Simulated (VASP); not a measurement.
## MgO: single point with PBEsol

MgO:

```
CELL_PARAMETERS angstrom
3.28559 0.00000 0.00000
-1.64279 2.84540 0.00000
0.00000 0.00000 4.94944
ATOMIC_POSITIONS crystal
Mg 0.66667 0.33333 0.50216
Mg 0.33333 0.66667 0.00216
O 0.66667 0.33333 0.90244
O 0.33333 0.66667 0.40244
```

```
Program             : VASP 6.6.1
Task                : single point
Functional          : PBEsol
Potentials or basis : VASP PAW PBE potentials, release 64 (Mg, O)
Cutoff              : 520 eV
k mesh              : 9 × 9 × 6
Occupations         : fermi-dirac, width 0.05 eV
Spin                : no spin polarisation
```

| Property | Result |
| --- | --- |
| Pressure | 2.7 GPa |
| Largest force | 0.011 eV/Å |
| Band gap on the k mesh | 3.45 eV, direct |

Forces on the atoms (eV/Å):
```
Mg   0.000  0.000 -0.011
Mg   0.000  0.000 -0.011
O    0.000  0.000  0.011
O    0.000  0.000  0.011
```

Stress tensor (GPa, compression positive):
```
2.79 0.00 0.00
0.00 2.79 0.00
0.00 0.00 2.43
```

Levels at points of the mesh, in eV from the valence-band top:
| k point | band 6 | band 7 | band 8 | band 9 | band 10 | band 11 |
| --- | --- | --- | --- | --- | --- | --- |
| (0.00, 0.00, 0.00) | -0.46 | -0.46 | 0.00 | 3.45 | 8.55 | 10.38 |
| (0.00, 0.00, 0.50) | -0.64 | -0.64 | -0.64 | 6.00 | 6.00 | 13.26 |

Run time: 14 s on 1 thread of AMD EPYC 9R45 96-Core Processor (Zen 5) (shared host), peak memory 0.14 GiB.

Caveat: the PAW data sets were made with another functional, which shifts forces and pressure a little. Expect the measured gap to be larger: semilocal functionals such as PBEsol lack the derivative discontinuity.
